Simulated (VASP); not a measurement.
# Ba (Im-3m) in VASP: further runs

Runs on Ba. Level: PBE. Tasks: single point.

All numbers are computed with VASP 6.6.1; they aren't measurements. Logs are shortened: lines on timing, memory, paths and dates and some standing lists are left out, and cuts for length are marked.

### Step 1. The cell of the first run

Symmetry: Im-3m, No. 229, cubic system. Conventional cell: a = 5.025 Å, b = 5.025 Å, c = 5.025 Å, α = 90.00°, β = 90.00°, γ = 90.00°. Ba (site symmetry m-3m) has 14 Ba at 4.35 to 5.02 Å within 5.7 Å.

### Step 2. Single point, PBE

Input file INCAR:

```
PREC = Accurate
ENCUT = 520
EDIFF = 1E-7
ISMEAR = 1
SIGMA = 0.6
LREAL = F
LASPH = T
NELM = 80
ALGO = Normal
ISIF = 2
LWAVE = F
LCHARG = T
GGA = PE
LELF = T
LVHAR = T
NBANDS = 11
```

Input file KPOINTS:

```
regular mesh
0
Gamma
  9 9 9
```

Input file POSCAR:

```
Ba
1.0
   -2.5124914082      2.5124914082      2.5124914082
    2.5124914082     -2.5124914082      2.5124914082
    2.5124914082      2.5124914082     -2.5124914082
Ba
1
Direct
    0.0000000000      0.0000000000      0.0000000000
```

Potentials or basis: VASP PAW PBE potentials, release 64 (Ba_sv).

Started as:

```bash
> cat potpaw_PBE.64/Ba_sv/POTCAR > POTCAR
> mpirun -np 1 vasp_std > vasp.out
```

OUTCAR:

```text
PREC = Accurate
   ENCUT = 520
   EDIFF = 1E-7
   ISMEAR = 1
   LREAL = F
   LASPH = T
   NELM = 80
   ISIF = 2
   GGA = PE

 ion  position               nearest neighbor table
   1  0.000  0.000  0.000-

  LATTYP: Found a body centered cubic cell.
 ALAT       =     5.0249828164

  Lattice vectors:

 A1 = (  -2.5124914082,   2.5124914082,   2.5124914082)
 A2 = (   2.5124914082,  -2.5124914082,   2.5124914082)
 A3 = (   2.5124914082,   2.5124914082,  -2.5124914082)

Analysis of symmetry for initial positions (statically):
=====================================================================
 Subroutine PRICEL returns:
 Original cell was already a primitive cell.

 Routine SETGRP: Setting up the symmetry group for a
 body centered cubic supercell.

 Subroutine GETGRP returns: Found 48 space group operations
 (whereof 48 operations were pure point group operations)
 out of a pool of 48 trial point group operations.

The static configuration has the point symmetry O_h .

Analysis of symmetry for dynamics (positions and initial velocities):
=====================================================================
 Subroutine PRICEL returns:
 Original cell was already a primitive cell.

 Routine SETGRP: Setting up the symmetry group for a
 body centered cubic supercell.

 Subroutine GETGRP returns: Found 48 space group operations
 (whereof 48 operations were pure point group operations)
 out of a pool of 48 trial point group operations.

The dynamic configuration has the point symmetry O_h .

 Subroutine INISYM returns: Found 48 space group operations
 (whereof 48 operations are pure point group operations),
 and found     1 'primitive' translations

----------------------------------------------------------------------------------------

                                     Primitive cell

  volume of cell :      63.4415

  direct lattice vectors                    reciprocal lattice vectors
    -2.512491408  2.512491408  2.512491408     0.000000000  0.199005656  0.199005656
     2.512491408 -2.512491408  2.512491408     0.199005656  0.000000000  0.199005656
     2.512491408  2.512491408 -2.512491408     0.199005656  0.199005656  0.000000000

  length of vectors
     4.351762773  4.351762773  4.351762773     0.281436497  0.281436497  0.281436497

  position of ions in fractional coordinates (direct lattice)
     0.000000000  0.000000000  0.000000000

  ion indices of the primitive-cell ions
   primitive index   ion index
                 1           1

----------------------------------------------------------------------------------------

 KPOINTS: regular mesh

Automatic generation of k-mesh.
 Grid dimensions read from file:
 generate k-points for:    9    9    9

 Generating k-lattice:

  Cartesian coordinates                     Fractional coordinates (reciprocal lattice)
     0.000000000  0.022111740  0.022111740     0.111111111  0.000000000  0.000000000
     0.022111740  0.000000000  0.022111740     0.000000000  0.111111111  0.000000000
     0.022111740  0.022111740  0.000000000     0.000000000  0.000000000  0.111111111

  Length of vectors
     0.031270722  0.031270722  0.031270722

  Shift w.r.t. Gamma in fractional coordinates (k-lattice)
     0.000000000  0.000000000  0.000000000

 Subroutine IBZKPT returns following result:
 ===========================================

 Found     35 irreducible k-points:

 Following reciprocal coordinates:
            Coordinates               Weight
  0.000000  0.000000  0.000000      1.000000
  0.111111  0.000000  0.000000     12.000000
  0.222222  0.000000  0.000000     12.000000
  0.333333  0.000000  0.000000     12.000000
  0.444444  0.000000  0.000000     12.000000
  0.111111  0.111111  0.000000     24.000000
[... 16 lines left out ...]
 -0.333333  0.444444  0.111111     48.000000
 -0.444444 -0.444444  0.111111     24.000000
 [... further k-points ...]
   k-points           NKPTS =     35   k-points in BZ     NKDIM =     35   number of bands    NBANDS=     11
   number of dos      NEDOS =    301   number of ions     NIONS =      1
   total plane-waves  NPLWV =  32768
   dimension x,y,z NGX =    32 NGY =   32 NGZ =   32
   dimension x,y,z NGXF=    64 NGYF=   64 NGZF=   64
   ions per type =               1
   NGX,Y,Z   is equivalent  to a cutoff of  12.22, 12.22, 12.22 a.u.
   NGXF,Y,Z  is equivalent  to a cutoff of  24.45, 24.45, 24.45 a.u.
 SYSTEM =  unknown system
   PREC   = accura    normal or accurate (medium, high low for compatibility)
   ISTART =      0    job   : 0-new  1-cont  2-samecut
   ICHARG =      2    charge: 1-file 2-atom 10-const
   ISPIN  =      1    spin polarized calculation?
   LNONCOLLINEAR =      F non collinear calculations
   LSORBIT =      F    spin-orbit coupling
   LASPH  =      T    aspherical Exc in radial PAW
   ENCUT  =  520.0 eV  38.22 Ry    6.18 a.u.   8.09  8.09  8.09*2*pi/ulx,y,z
   NELM   =     80;   NELMIN=  2; NELMDL= -5     # of ELM steps
   EDIFF  = 0.1E-06   stopping-criterion for ELM
   LREAL  =      F    real-space projection
   EDIFFG = 0.1E-05   stopping-criterion for IOM
   NSW    =      0    number of steps for IOM
   IBRION =     -1    ionic relax: 0-MD 1-quasi-New 2-CG
   NFREE  =      0    steps in history (QN), initial steepest desc. (CG)
   ISIF   =      2    stress and relaxation
   ISYM   =      2    0-nonsym 1-usesym 2-fastsym
   POTIM  = 0.5000    time-step for ionic-motion
   TEBEG  =    0.0;   TEEND  =   0.0 temperature during run
   PSTRESS=    0.0 pullay stress
   NELECT =      10.0000    total number of electrons
   NUPDOWN=      -1.0000    fix difference up-down
   EMIN   =  10.00;   EMAX   =-10.00  energy-range for DOS
   EFERMI =   0.00;   METHOD = LEGACY
   ISMEAR =     1;   SIGMA  =   0.60  broadening in eV -4-tet -1-fermi 0-gaus
   EFERMI_NEDOS =   21; number of points for ismear=-14 and -15
   IALGO  =     38    algorithm
   IMIX   =      4    mixing-type and parameters
     AMIX     =   0.40;   BMIX     =  1.00
     AMIX_MAG =   1.60;   BMIX_MAG =  1.00
  volume/ion in A,a.u.               =      63.44       428.12
  Fermi-wavevector in a.u.,A,eV,Ry     =   0.884335  1.671151 10.640419  0.782049
  Thomas-Fermi vector in A             =   2.005222
   LORBIT       =      0    0 simple, 1 ext, 2 COOP (PROOUT), +10 PAW based schemes
   GGA     = PE    functional components
   LHFCALC =     F    Hartree Fock is set to
   AEXX    =    0.0000 exact exchange contribution
   IVDW    =     0    specifies the selected vdW correction
   LEPSILON=     F    determine dielectric tensor
   LRPA    =     F    only Hartree local field effects (RPA)
 non-spin polarized calculation
 Methfessel and Paxton  Order N= 1 SIGMA  =   0.60
  energy-cutoff  :      520.00
  volume of cell :       63.44
 maximum number of plane-waves:      1730
   NGX = 17   NGY = 17   NGZ = 17

 number of electron      10.0000000 magnetization

 Free energy of the ion-electron system (eV)
  ---------------------------------------------------
  ext. energy  EPLUGINS =         0.00000000
  ---------------------------------------------------
  free energy    TOTEN  =        -1.88673761 eV

  energy without entropy =       -1.93234273  energy(sigma->0) =       -1.90193932

 E-fermi :   1.6854     XC(G=0):  -7.3876

 val. band max:        1.6756684254   @ k =  -0.3333  -0.4444   0.1111
 cond. band min:       1.6861799434   @ k =  -0.4444  -0.4444   0.2222
 fundamental gap:      0.0105115181
 Fermi energy:         1.6853890683

 k-point     1 :       0.0000    0.0000    0.0000
  band No.  band energies     occupation
      1     -27.2814      2.00000
      2     -12.2338      2.00000
      3     -12.2338      2.00000
      4     -12.2338      2.00000
      5      -1.1239      2.00000
      6       3.4449     -0.00027
      7       3.4449     -0.00027
      8       3.4449     -0.00027
      9       4.8327     -0.00000
     10       4.8327     -0.00000
     11       8.5381     -0.00000

 k-point     2 :       0.1111    0.0000    0.0000
  band No.  band energies     occupation
      1     -27.2765      2.00000
      2     -12.2900      2.00000
      3     -12.2512      2.00000
      4     -12.2342      2.00000
      5      -0.8974      2.00000
      6       3.2643     -0.00126
      7       3.3311     -0.00073
      8       3.6775     -0.00003
      9       4.5828     -0.00000
     10       4.8216     -0.00000
     11       8.7842     -0.00000

 k-point     3 :       0.2222    0.0000    0.0000
  band No.  band energies     occupation
      1     -27.2641      2.00000
      2     -12.4275      2.00000
      3     -12.2945      2.00000
      4     -12.2350      2.00000
      5      -0.2996      2.00003
      6       2.8841     -0.01610
      7       2.8931     -0.01533
      8       4.3543     -0.00000
      9       4.5426     -0.00000
     10       4.8611     -0.00000
     11       8.9730     -0.00000

 k-point     4 :       0.3333    0.0000    0.0000
  band No.  band energies     occupation
      1     -27.2500      2.00000
      2     -12.5765      2.00000
      3     -12.3429      2.00000
      4     -12.2361      2.00000
      5       0.3817      2.00879
      6       2.5360     -0.06222
      7       2.5810     -0.05595
      8       4.7689     -0.00000
      9       5.0463     -0.00000
     10       5.4002     -0.00000
     11       8.1653     -0.00000
[... 239 lines left out ...]
 k-point    22 :      -0.4444    0.4444    0.1111
  band No.  band energies     occupation
      1     -27.2370      2.00000
      2     -12.6551      2.00000
      3     -12.3941      2.00000
      4     -12.2750      2.00000
      5       0.9133      2.06982
      6       2.4853     -0.06781
      7       2.5665     -0.05806
      8       4.1925     -0.00000
      9       5.5248     -0.00000
     10       6.4752     -0.00000
     11       7.9466     -0.00000

 k-point    23 :      -0.3333    0.4444    0.1111
  band No.  band energies     occupation
      1     -27.2362      2.00000
      2     -12.6031      2.00000
      3     -12.4235      2.00000
      4     -12.3058      2.00000
      5       1.1050      2.04277
      6       2.1224      0.06121
      7       2.7765     -0.02746
      8       4.1001     -0.00000
      9       5.1982     -0.00000
     10       6.1756     -0.00000
     11       8.0249     -0.00000

 k-point    24 :      -0.4444   -0.4444    0.1111
  band No.  band energies     occupation
      1     -27.2319      2.00000
      2     -12.6365      2.00000
      3     -12.4467      2.00000
      4     -12.3055      2.00000
      5       1.2650      1.92016
      6       2.2319     -0.02649
      7       2.5684     -0.05779
      8       4.0739     -0.00000
      9       5.5673     -0.00000
     10       7.0118     -0.00000
     11       7.3964     -0.00000

 [... further k-points ...]

------------------------ aborting loop because EDIFF is reached ----------------------------------------

  FORCE on cell =-STRESS in cart. coord.  units (eV):
  Direction    XX          YY          ZZ          XY          YZ          ZX
  --------------------------------------------------------------------------------------
  -------------------------------------------------------------------------------------
  Total       -0.0130531     -0.0130531     -0.0130531      0.0000000      0.0000000      0.0000000
  in kB       -0.3296488     -0.3296488     -0.3296488      0.0000000      0.0000000      0.0000000
  external PRESSURE =      -0.3296488 kB  Pullay stress =       0.0000000 kB

 VOLUME and BASIS-vectors are now :
 -----------------------------------------------------------------------------
  energy-cutoff  :      520.00
  volume of cell :       63.44
      direct lattice vectors                 reciprocal lattice vectors
    -2.512491408  2.512491408  2.512491408     0.000000000  0.199005656  0.199005656
     2.512491408 -2.512491408  2.512491408     0.199005656  0.000000000  0.199005656
     2.512491408  2.512491408 -2.512491408     0.199005656  0.199005656  0.000000000

 POSITION                                       TOTAL-FORCE (eV/Angst)
 -----------------------------------------------------------------------------------
      0.00000      0.00000      0.00000        -0.000000     -0.000000     -0.000000
 -----------------------------------------------------------------------------------
    total drift:                               -0.000000      0.000000     -0.000000

  FREE ENERGIE OF THE ION-ELECTRON SYSTEM (eV)
  ---------------------------------------------------
  free  energy   TOTEN  =        -1.8867376110 eV

  energy  without entropy=       -1.9323427273  energy(sigma->0) =       -1.90193932
```

Wall time 26 s (1 thread of AMD EPYC 7R13, shared host); peak memory 0.15 GiB.

Results:

```
Free energy            : -1.8867 eV
Pressure               : 0.0 GPa
Band gap on the k mesh : zero (bands 5 and 6 overlap by 0.91 eV)
```

Caveat: so wide a smearing shifts energies and pressures; spin-orbit coupling is left out, which moves the levels of the heavy elements.

### Step 3. Single point, PBE

Input file INCAR:

```
  ALGO = Normal
  EDIFF = 1E-6
  ENCUT = 520
  GGA = PE
  ISIF = 2
  ISMEAR = 1
  LASPH = True
  LCHARG = True
  LELF = True
  LREAL = False
  LVHAR = True
  LWAVE = False
  NBANDS = 11
  NELM = 100
  PREC = Accurate
  SIGMA = 1.0
```

Input file KPOINTS:

```
k-points
0
Gamma
  9 9 9
```

POSCAR is that of step 2.

Potentials or basis: VASP PAW PBE potentials, release 64 (Ba_sv).

Started as:

```bash
> cat potpaw_PBE.64/Ba_sv/POTCAR > POTCAR
> mpirun -np 1 vasp_std > vasp.out
```

It took 28 s on 1 thread of AMD EPYC 7R13, shared host; peak memory 0.15 GiB.

It converged, with:

```
Free energy            : -1.8785 eV
Pressure               : 0.1 GPa
Band gap on the k mesh : zero (bands 5 and 6 overlap by 0.91 eV)
```

Levels at points of the mesh, in eV from the Fermi level:
```tsv
k point	band 1	band 2	band 3	band 4	band 5	band 6	band 7	band 8	band 9	band 10
(0.00, 0.00, 0.00)	-28.92	-13.88	-13.88	-13.88	-2.78	1.79	1.79	1.79	3.18	3.18
```

Caveat: so wide a smearing shifts energies and pressures; spin-orbit coupling is left out, which moves the levels of the heavy elements.

### Step 4. Single point, PBE

Input file INCAR:

```
  PREC = Accurate
  ENCUT = 520
  EDIFF = 1E-6
  ISMEAR = 1
  SIGMA = 0.01
  LREAL = F
  LASPH = T
  NELM = 100
  ALGO = Normal
  ISIF = 2
  LWAVE = F
  LCHARG = T
  GGA = PE
  LELF = T
  LVHAR = T
  NBANDS = 11
```

Input file KPOINTS:

```
regular mesh
0
Gamma
  9 9 9
```

POSCAR is that of step 3.

Potentials or basis: VASP PAW PBE potentials, release 64 (Ba_sv).

Started as:

```bash
> cat potpaw_PBE.64/Ba_sv/POTCAR > POTCAR
> mpirun -np 1 vasp_std > vasp.out
```

OUTCAR:

```text
PREC = Accurate
   ENCUT = 520
   EDIFF = 1E-6
   ISMEAR = 1
   LREAL = F
   LASPH = T
   NELM = 100
   ISIF = 2
   GGA = PE

 ion  position               nearest neighbor table
   1  0.000  0.000  0.000-

  LATTYP: Found a body centered cubic cell.
 ALAT       =     5.0249828164

  Lattice vectors:

 A1 = (  -2.5124914082,   2.5124914082,   2.5124914082)
 A2 = (   2.5124914082,  -2.5124914082,   2.5124914082)
[... 513 lines left out ...]
      9       5.5703      0.00000
     10       7.0160      0.00000
     11       7.3986      0.00000

 [... further k-points ...]

------------------------ aborting loop because EDIFF is reached ----------------------------------------

  FORCE on cell =-STRESS in cart. coord.  units (eV):
  Direction    XX          YY          ZZ          XY          YZ          ZX
  --------------------------------------------------------------------------------------
  -------------------------------------------------------------------------------------
  Total        0.0211578      0.0211578      0.0211578     -0.0000000     -0.0000000      0.0000000
  in kB        0.5343272      0.5343272      0.5343272     -0.0000000     -0.0000000      0.0000000
  external PRESSURE =       0.5343272 kB  Pullay stress =       0.0000000 kB

 VOLUME and BASIS-vectors are now :
 -----------------------------------------------------------------------------
  energy-cutoff  :      520.00
  volume of cell :       63.44
      direct lattice vectors                 reciprocal lattice vectors
    -2.512491408  2.512491408  2.512491408     0.000000000  0.199005656  0.199005656
     2.512491408 -2.512491408  2.512491408     0.199005656  0.000000000  0.199005656
     2.512491408  2.512491408 -2.512491408     0.199005656  0.199005656  0.000000000

 POSITION                                       TOTAL-FORCE (eV/Angst)
 -----------------------------------------------------------------------------------
      0.00000      0.00000      0.00000         0.000000      0.000000      0.000000
 -----------------------------------------------------------------------------------
    total drift:                                0.000000      0.000000     -0.000000

  FREE ENERGIE OF THE ION-ELECTRON SYSTEM (eV)
  ---------------------------------------------------
  free  energy   TOTEN  =        -1.9049558747 eV

  energy  without entropy=       -1.9048127285  energy(sigma->0) =       -1.90490816
```

OSZICAR:

```text
N       E                     dE             d eps       ncg     rms          rms(c)
DAV:   1     0.538601600939E+02    0.53860E+02   -0.43186E+03   770   0.756E+02
DAV:   2     0.911355778042E+00   -0.52949E+02   -0.51564E+02   918   0.135E+02
DAV:   3    -0.181314771913E+01   -0.27245E+01   -0.27107E+01   971   0.322E+01
DAV:   4    -0.190303803591E+01   -0.89890E-01   -0.89741E-01  1043   0.511E+00
DAV:   5    -0.190491569824E+01   -0.18777E-02   -0.18775E-02  1039   0.588E-01    0.160E+00
DAV:   6    -0.190442011417E+01    0.49558E-03   -0.27974E-03   939   0.517E-01    0.951E-01
DAV:   7    -0.190474502649E+01   -0.32491E-03   -0.63057E-03   893   0.847E-01    0.450E-02
DAV:   8    -0.190494547169E+01   -0.20045E-03   -0.36142E-04  1146   0.114E-01    0.313E-02
DAV:   9    -0.190495293221E+01   -0.74605E-05   -0.94446E-06   922   0.303E-02    0.973E-03
DAV:  10    -0.190495598051E+01   -0.30483E-05   -0.61103E-06   940   0.165E-02    0.167E-03
DAV:  11    -0.190495587466E+01    0.10585E-06   -0.50560E-07   511   0.587E-03
   1 F= -.19049559E+01 E0= -.19049082E+01  d E =-.143146E-03
```

It took 30 s on 1 thread of AMD EPYC 7R13, shared host; peak memory 0.15 GiB.

Results:

```
Free energy            : -1.9050 eV
Pressure               : 0.1 GPa
Band gap on the k mesh : zero (bands 5 and 6 overlap by 0.91 eV)
```

Levels at points of the mesh, in eV from the Fermi level:
```
           k point  band 1  band 2  band 3  band 4  band 5  band 6  band 7  band 8  band 9  band 10
(0.00, 0.00, 0.00)  -28.95  -13.90  -13.90  -13.90   -2.80    1.77    1.77    1.77    3.17     3.17
```

Caveat: spin-orbit coupling is left out, which moves the levels of the heavy elements.

[end of part 1 of 2]

The gap in the log of VASP goes by the Fermi energy; the results here count the filled bands.